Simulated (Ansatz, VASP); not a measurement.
# C: VASP beside Ansatz

```
C
1.0
     0.00000    1.78339    1.78339
     1.78339    0.00000    1.78339
     1.78339    1.78339    0.00000
C
2
Cartesian
  1.7834 1.7834 1.7834
  2.6751 2.6751 2.6751
```

Alike in both runs: task single point; functional PBE; k mesh 14 × 14 × 14; occupations fermi-dirac, width 0.1 eV; no spin polarisation.

```csv
,VASP,Ansatz
version,VASP 6.6.1,Ansatz 0.2.0
potentials or method,"VASP PAW PBE potentials, release 64 (C), cutoff 520 eV","PAW, plane waves, scalar-relativistic"
valence electrons in the cell,8,8
```

```csv
,VASP,Ansatz,Ansatz less VASP
pressure (GPa),2.4,1.8,-0.68
```
